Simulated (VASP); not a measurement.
BAs, 2 atoms in the cell. Symmetry: F-43m, No. 216, cubic system. The conventional cell has a = 4.784 Å, b = 4.784 Å, c = 4.784 Å, α = 90.00°, β = 90.00°, γ = 90.00°. Within 2.7 Å of B (site symmetry -43m) lie 4 As at 2.07 Å. Within 2.7 Å of As (site symmetry -43m) lie 4 B at 2.07 Å. 

* Program: VASP 6.6.1
* Task: single point
* Functional: PBE-based screened hybrid
* Potentials or basis: VASP PAW PBE potentials, release 64 (B, As)
* Cutoff: 520 eV
* k mesh: 4 × 4 × 4
* Occupations: gaussian, width 0.01 eV
* Spin: no spin polarisation
* Dipole correction: no
* Grid for exact exchange (PRECFOCK): Normal
* Share of exact exchange: 0.75
* Further INCAR settings: ALGO = Normal; EDIFF = 1e-06; NBANDS = 11
* Screening parameter: 0.2078 1/Å

Potentials or basis: VASP PAW PBE potentials, release 64 (B, As).

The run is started by

```sh
$ cat potpaw_PBE.64/B/POTCAR potpaw_PBE.64/As/POTCAR > POTCAR
$ cp INCAR.step1 INCAR
$ mpirun -np 1 vasp_std > vasp.out
$ cp INCAR.step2 INCAR
$ mpirun -np 1 vasp_std > vasp.out
```

Hardware: 1 thread of AMD EPYC 9R45 96-Core Processor (Zen 5), on a shared host.

**Question.** How long does it take, and how much memory?

**Answer.** It took 89 s on 1 thread of AMD EPYC 9R45 96-Core Processor (Zen 5) (shared host), peak memory 0.23 GiB. Counts: k points 8.
